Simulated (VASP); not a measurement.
A run of VASP 6.6.1 is set up as follows.

The input INCAR:

```
ALGO     = Normal         # electronic algorithm
DIPOL    = 0.5 0.5 0.388
EDIFF    = 1E-6           # SCF threshold, eV
ENCUT    = 520            # plane-wave cutoff, eV
GGA      = PE             # functional
IDIPOL   = 3            
ISIF     = 2              # what is computed and relaxed
ISMEAR   = 0              # smearing method
IVDW     = 12             # dispersion correction
LASPH    = T              # aspherical terms in the spheres
LCHARG   = F              # write CHGCAR
LDIPOL   = T            
LREAL    = F              # projectors in reciprocal space
LWAVE    = F              # write WAVECAR
NBANDS   = 35             # bands
NELM     = 80             # most SCF steps
PREC     = Accurate       # precision mode
SIGMA    = 0.05           # smearing width, eV
```

File KPOINTS:

```
k-points
0
Gamma
  9 9 1
```

File POSCAR:

```
WSe2
1.0
    3.2854929709      0.0000000000      0.0000000000
   -1.6427464855      2.8453203767      0.0000000000
    0.0000000000      0.0000000000     24.2386466774
Se W
4 2
Direct
    0.3333333333      0.6666666667      0.1856539294
    0.3333333333      0.6666666667      0.3246601777
    0.3333333333      0.6666666667      0.4517299783
    0.3333333333      0.6666666667      0.5907362267
    0.6666666667      0.3333333333      0.2551570536
    0.6666666667      0.3333333333      0.5212331025
```

Potentials or basis: VASP PAW PBE potentials, release 64 (Se, W_sv).

Launch:

```sh
$ cat potpaw_PBE.64/Se/POTCAR potpaw_PBE.64/W_sv/POTCAR > POTCAR
$ mpirun -np 1 vasp_std > vasp.out
```

Problem. Predict the band gap on the k mesh.

Solution. 1.18 eV, indirect (least direct gap 1.61 eV).

Problem. What does it give for the largest force?

Solution. 0.575 eV/Å.

Problem. Predict the dispersion energy per atom.

Solution. -0.401 eV.

Forces on the atoms (eV/Å):
```
Se   0.000  0.000 -0.049
Se   0.000  0.000 -0.575
Se   0.000  0.000  0.575
Se   0.000  0.000  0.049
W    0.000  0.000 -0.083
W    0.000  0.000  0.083
```

Caveat: spin-orbit coupling is left out, which moves the levels of the heavy elements.
